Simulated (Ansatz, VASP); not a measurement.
**Two plane-wave programs on Hf**

```
CELL_PARAMETERS angstrom
3.15776 0.00000 0.00000
-1.57888 2.73470 0.00000
0.00000 0.00000 5.00518
ATOMIC_POSITIONS crystal
Hf 0.33333 0.66667 0.25000
Hf 0.66667 0.33333 0.75000
```

Alike in both runs: task single point; functional PBEsol; k mesh 12 × 12 × 8; occupations fermi-dirac, width 0.08 eV; non-collinear spin, spin-orbit coupling.

|  | VASP | Ansatz |
| --- | --- | --- |
| version | VASP 6.6.1 | Ansatz 0.2.0 |
| potentials or method | VASP PAW PBE potentials, release 64 (Hf_pv) | PAW with Ansatz's default frozen-core files, fully relativistic files with spin-orbit coupling |
| plane-wave cutoff (eV) | 500 | 420 |
| valence electrons in the cell | 20 | 52 |

VASP gave:

```
pressure (GPa) : -0.7
```

Task: Which values does Ansatz return?

Result: Pressure (GPa): -0.3.

VASP's potentials were made for PBE, not for PBEsol. The functional is the same, so the differences come from potentials, cutoffs and numerics. VASP's potentials hold 20 valence electrons a cell and Ansatz's 52, so a difference there can come from the potentials and not from the codes.
